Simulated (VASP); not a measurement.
# KF (Fm-3m) in VASP: single point with PBE

Aim: the single point of KF with PBE.

Program: VASP 6.6.1. These are calculated values, not measurements. Logs are shortened: lines on timing, memory, paths and dates and some standing lists are left out, and cuts for length are marked.

## Step 1: The cell of the first run

Symmetry: Fm-3m, No. 225, cubic system. Conventional cell: a = 5.438 Å, b = 5.438 Å, c = 5.438 Å, α = 90.00°, β = 90.00°, γ = 90.00°. Within 3.6 Å of K (site symmetry m-3m) lie 6 F at 2.72 Å. Within 3.6 Å of F (site symmetry m-3m) lie 6 K at 2.72 Å.

## Step 2: Single point, PBE

Input file POSCAR:

```
KF
1.0
    0.0000000000      2.7189290000      2.7189290000
    2.7189290000      0.0000000000      2.7189290000
    2.7189290000      2.7189290000      0.0000000000
K F
1 1
Direct
    0.0000000000      0.0000000000      0.0000000000
    0.5000000000      0.5000000000      0.5000000000
```

Input file INCAR.step1:

```
SYSTEM = KF
  ALGO = Normal
  EDIFF = 1E-6
  ENCUT = 520
  GGA = PE
  GGA_COMPAT = .FALSE.
  ISIF = 2
  ISMEAR = -1
  LASPH = .TRUE.
  LCHARG = .TRUE.
  LORBIT = 11
  LREAL = .FALSE.
  LWAVE = .FALSE.
  NBANDS = 15
  NEDOS = 2001
  NELM = 120
  PREC = Accurate
  SIGMA = 0.1
```

Input file KPOINTS.step1:

```
k-points
0
G
  8 8 8
  0 0 0
```

Input file INCAR.step2:

```
SYSTEM = KF
  ALGO = Normal
  EDIFF = 1E-6
  ENCUT = 520
  GGA = PE
  GGA_COMPAT = .FALSE.
  ICHARG = 11
  ISIF = 2
  ISMEAR = -5
  LASPH = .TRUE.
  LCHARG = .FALSE.
  LORBIT = 10
  LREAL = .FALSE.
  LWAVE = .FALSE.
  NEDOS = 2001
  NELM = 120
  PREC = Accurate
  SIGMA = 0.1
```

Input file KPOINTS.step2:

```
k-points
0
G
  12 12 12
  0 0 0
```

Potentials or basis: VASP PAW PBE potentials, release 64 (K_sv, F).

Run with:

```sh
$ cat potpaw_PBE.64/K_sv/POTCAR potpaw_PBE.64/F/POTCAR > POTCAR
$ cp INCAR.step1 INCAR
$ cp KPOINTS.step1 KPOINTS
$ mpirun -np 1 vasp_std > vasp.out
$ cp INCAR.step2 INCAR
$ cp KPOINTS.step2 KPOINTS
$ mpirun -np 1 vasp_std > vasp.out
```

OUTCAR:

```text
SYSTEM = KF
   EDIFF = 1E-6
   ENCUT = 520
   GGA = PE
   ICHARG = 11
   ISIF = 2
   ISMEAR = -5
   LASPH = .TRUE.
   LORBIT = 10
   LREAL = .FALSE.
   NELM = 120
   PREC = Accurate

 ion  position               nearest neighbor table
   1  0.000  0.000  0.000-   2 2.72   2 2.72   2 2.72   2 2.72   2 2.72   2 2.72
   2  0.500  0.500  0.500-   1 2.72   1 2.72   1 2.72   1 2.72   1 2.72   1 2.72

  LATTYP: Found a face centered cubic cell.
 ALAT       =     5.4378580000

  Lattice vectors:

 A1 = (   0.0000000000,   2.7189290000,   2.7189290000)
 A2 = (   2.7189290000,   0.0000000000,   2.7189290000)
 A3 = (   2.7189290000,   2.7189290000,   0.0000000000)

Analysis of symmetry for initial positions (statically):
=====================================================================
 Subroutine PRICEL returns:
 Original cell was already a primitive cell.

 Routine SETGRP: Setting up the symmetry group for a
 face centered cubic supercell.

 Subroutine GETGRP returns: Found 48 space group operations
 (whereof 48 operations were pure point group operations)
 out of a pool of 48 trial point group operations.

The static configuration has the point symmetry O_h .

Analysis of symmetry for dynamics (positions and initial velocities):
=====================================================================
 Subroutine PRICEL returns:
 Original cell was already a primitive cell.

 Routine SETGRP: Setting up the symmetry group for a
 face centered cubic supercell.

 Subroutine GETGRP returns: Found 48 space group operations
 (whereof 48 operations were pure point group operations)
 out of a pool of 48 trial point group operations.

The dynamic configuration has the point symmetry O_h .

 Subroutine INISYM returns: Found 48 space group operations
 (whereof 48 operations are pure point group operations),
 and found     1 'primitive' translations

----------------------------------------------------------------------------------------

                                     Primitive cell

  volume of cell :      40.1998

  direct lattice vectors                    reciprocal lattice vectors
     0.000000000  2.718929000  2.718929000    -0.183895938  0.183895938  0.183895938
     2.718929000  0.000000000  2.718929000     0.183895938 -0.183895938  0.183895938
     2.718929000  2.718929000  0.000000000     0.183895938  0.183895938 -0.183895938

  length of vectors
     3.845146267  3.845146267  3.845146267     0.318517109  0.318517109  0.318517109

  position of ions in fractional coordinates (direct lattice)
     0.000000000  0.000000000  0.000000000
     0.500000000  0.500000000  0.500000000

  ion indices of the primitive-cell ions
   primitive index   ion index
                 1           1
                 2           2

----------------------------------------------------------------------------------------

 KPOINTS: k-points

Automatic generation of k-mesh.
 Grid dimensions read from file:
 generate k-points for:   12   12   12

 Generating k-lattice:

  Cartesian coordinates                     Fractional coordinates (reciprocal lattice)
    -0.015324662  0.015324662  0.015324662     0.083333333  0.000000000  0.000000000
     0.015324662 -0.015324662  0.015324662     0.000000000  0.083333333  0.000000000
     0.015324662  0.015324662 -0.015324662     0.000000000  0.000000000  0.083333333

  Length of vectors
     0.026543092  0.026543092  0.026543092

  Shift w.r.t. Gamma in fractional coordinates (k-lattice)
     0.000000000  0.000000000  0.000000000

 TETIRR: Found    247 inequivalent tetrahedra from    10368

 Subroutine IBZKPT returns following result:
 ===========================================

 Found     72 irreducible k-points:

 Following reciprocal coordinates:
            Coordinates               Weight
  0.000000  0.000000  0.000000      1.000000
  0.083333  0.000000  0.000000      8.000000
  0.166667  0.000000  0.000000      8.000000
  0.250000  0.000000  0.000000      8.000000
  0.333333  0.000000  0.000000      8.000000
  0.416667  0.000000  0.000000      8.000000
[... 16 lines left out ...]
  0.500000  0.166667  0.000000     24.000000
 -0.416667  0.166667  0.000000     24.000000
 [... further k-points ...]
   k-points           NKPTS =     72   k-points in BZ     NKDIM =     72   number of bands    NBANDS=     12
   number of dos      NEDOS =   2001   number of ions     NIONS =      2
   total plane-waves  NPLWV =  27000
   dimension x,y,z NGX =    30 NGY =   30 NGZ =   30
   dimension x,y,z NGXF=    60 NGYF=   60 NGZF=   60
   ions per type =               1   1
   NGX,Y,Z   is equivalent  to a cutoff of  12.97, 12.97, 12.97 a.u.
   NGXF,Y,Z  is equivalent  to a cutoff of  25.94, 25.94, 25.94 a.u.
 SYSTEM =  KF
   PREC   = accura    normal or accurate (medium, high low for compatibility)
   ISTART =      0    job   : 0-new  1-cont  2-samecut
   ICHARG =     11    charge: 1-file 2-atom 10-const
   ISPIN  =      1    spin polarized calculation?
   LNONCOLLINEAR =      F non collinear calculations
   LSORBIT =      F    spin-orbit coupling
   LASPH  =      T    aspherical Exc in radial PAW
   ENCUT  =  520.0 eV  38.22 Ry    6.18 a.u.   7.15  7.15  7.15*2*pi/ulx,y,z
   NELM   =    120;   NELMIN=  2; NELMDL=  0     # of ELM steps
   EDIFF  = 0.1E-05   stopping-criterion for ELM
   LREAL  =      F    real-space projection
   EDIFFG = 0.1E-04   stopping-criterion for IOM
   NSW    =      0    number of steps for IOM
   IBRION =     -1    ionic relax: 0-MD 1-quasi-New 2-CG
   NFREE  =      0    steps in history (QN), initial steepest desc. (CG)
   ISIF   =      2    stress and relaxation
   ISYM   =      2    0-nonsym 1-usesym 2-fastsym
   POTIM  = 0.5000    time-step for ionic-motion
   TEBEG  =    0.0;   TEEND  =   0.0 temperature during run
   PSTRESS=    0.0 pullay stress
   NELECT =      16.0000    total number of electrons
   NUPDOWN=      -1.0000    fix difference up-down
   EMIN   =  10.00;   EMAX   =-10.00  energy-range for DOS
   EFERMI =   0.00;   METHOD = LEGACY
   ISMEAR =    -5;   SIGMA  =   0.10  broadening in eV -4-tet -1-fermi 0-gaus
   EFERMI_NEDOS =   21; number of points for ismear=-14 and -15
   IALGO  =     38    algorithm
   IMIX   =      4    mixing-type and parameters
     AMIX     =   0.40;   BMIX     =  1.00
     AMIX_MAG =   1.60;   BMIX_MAG =  1.00
  volume/ion in A,a.u.               =      20.10       135.64
  Fermi-wavevector in a.u.,A,eV,Ry     =   1.204223  2.275652 19.730534  1.450153
  Thomas-Fermi vector in A             =   2.339954
   LORBIT       =     10    0 simple, 1 ext, 2 COOP (PROOUT), +10 PAW based schemes
   GGA     = PE    functional components
   LHFCALC =     F    Hartree Fock is set to
   AEXX    =    0.0000 exact exchange contribution
   IVDW    =     0    specifies the selected vdW correction
   LEPSILON=     F    determine dielectric tensor
   LRPA    =     F    only Hartree local field effects (RPA)
 non-spin polarized calculation
 Fermi weights with tetrahedron method with Bloechl corrections
  energy-cutoff  :      520.00
  volume of cell :       40.20
 maximum number of plane-waves:      1106
 NGX is ok and might be reduce to    30

 number of electron      15.9999992 magnetization

 Free energy of the ion-electron system (eV)
  ---------------------------------------------------
  ext. energy  EPLUGINS =         0.00000000
  ---------------------------------------------------
  free energy    TOTEN  =        -8.29941116 eV

  energy without entropy =       -8.29941116  energy(sigma->0) =       -8.29941116

 E-fermi :  -2.9192     XC(G=0):  -8.1691

 val. band max:       -2.9378695375   @ k =   0.0000   0.0000   0.0000
 cond. band min:       2.9615568283   @ k =   0.0000   0.0000   0.0000
 fundamental gap:      5.8994263657
 Fermi energy:        -2.9191668314

 k-point     1 :       0.0000    0.0000    0.0000
  band No.  band energies     occupation
      1     -29.2252      2.00000
      2     -21.5664      2.00000
      3     -12.5105      2.00000
      4     -12.5105      2.00000
      5     -12.5105      2.00000
      6      -2.9379      2.00000
      7      -2.9379      2.00000
      8      -2.9379      2.00000
      9       2.9616      0.00000
     10       7.5925      0.00000
     11       7.5925      0.00000
     12       7.5925      0.00000

 k-point     2 :       0.0833    0.0000    0.0000
  band No.  band energies     occupation
      1     -29.2203      2.00000
      2     -21.5707      2.00000
      3     -12.5272      2.00000
      4     -12.5128      2.00000
      5     -12.5128      2.00000
      6      -2.9987      2.00000
      7      -2.9591      2.00000
      8      -2.9591      2.00000
      9       3.1501      0.00000
     10       7.4712      0.00000
     11       7.6826      0.00000
     12       7.6826      0.00000

 k-point     3 :       0.1667    0.0000    0.0000
  band No.  band energies     occupation
      1     -29.2069      2.00000
      2     -21.5823      2.00000
      3     -12.5727      2.00000
      4     -12.5191      2.00000
      5     -12.5191      2.00000
      6      -3.1536      2.00000
      7      -3.0166      2.00000
      8      -3.0166      2.00000
      9       3.6728      0.00000
     10       7.2112      0.00000
     11       7.9332      0.00000
     12       7.9332      0.00000
[... 286 lines left out ...]
 k-point    23 :       0.5000    0.1667    0.0000
  band No.  band energies     occupation
      1     -29.1472      2.00000
      2     -21.6159      2.00000
      3     -12.7729      2.00000
      4     -12.6243      2.00000
      5     -12.5810      2.00000
      6      -3.5178      2.00000
      7      -3.2130      2.00000
      8      -3.1831      2.00000
      9       6.0621      0.00000
     10       6.8669      0.00000
     11       8.6482      0.00000
     12       9.2234      0.00000

 k-point    24 :      -0.4167    0.1667    0.0000
  band No.  band energies     occupation
      1     -29.1459      2.00000
      2     -21.6182      2.00000
      3     -12.7729      2.00000
      4     -12.6382      2.00000
      5     -12.5652      2.00000
      6      -3.5464      2.00000
      7      -3.2225      2.00000
      8      -3.1882      2.00000
      9       6.1043      0.00000
     10       7.0399      0.00000
     11       8.6117      0.00000
     12       9.2139      0.00000

 [... further k-points ...]

------------------------ aborting loop because EDIFF is reached ----------------------------------------

  FORCE on cell =-STRESS in cart. coord.  units (eV):
  Direction    XX          YY          ZZ          XY          YZ          ZX
  --------------------------------------------------------------------------------------
  -------------------------------------------------------------------------------------
  Total       -0.0652840     -0.0652840     -0.0652840      0.0000000      0.0000000      0.0000000
  in kB       -2.6019199     -2.6019199     -2.6019199      0.0000000      0.0000000      0.0000000
  external PRESSURE =      -2.6019199 kB  Pullay stress =       0.0000000 kB

 VOLUME and BASIS-vectors are now :
 -----------------------------------------------------------------------------
  energy-cutoff  :      520.00
  volume of cell :       40.20
      direct lattice vectors                 reciprocal lattice vectors
     0.000000000  2.718929000  2.718929000    -0.183895938  0.183895938  0.183895938
     2.718929000  0.000000000  2.718929000     0.183895938 -0.183895938  0.183895938
     2.718929000  2.718929000  0.000000000     0.183895938  0.183895938 -0.183895938

 POSITION                                       TOTAL-FORCE (eV/Angst)
 -----------------------------------------------------------------------------------
      0.00000      0.00000      0.00000        -0.000000      0.000000      0.000000
      2.71893      2.71893      2.71893         0.000000     -0.000000     -0.000000
 -----------------------------------------------------------------------------------
    total drift:                                0.000000      0.000000      0.000000

  FREE ENERGIE OF THE ION-ELECTRON SYSTEM (eV)
  ---------------------------------------------------
  free  energy   TOTEN  =        -8.2994111601 eV

  energy  without entropy=       -8.2994111601  energy(sigma->0) =       -8.29941116

 total charge

# of ion       s       p       d       tot
------------------------------------------
    1        1.957   5.589   0.029   7.575
    2        1.730   4.346   0.000   6.076
--------------------------------------------------
tot          3.687   9.934   0.029  13.650
```

It took 42 s on 1 thread of Intel Xeon Platinum 8259CL at 2.50GHz (Skylake/Cascade Lake), shared host; peak memory 0.18 GiB.

Results:

```
Valence electrons inside the program's atomic spheres : K 7.58; F 6.08
```
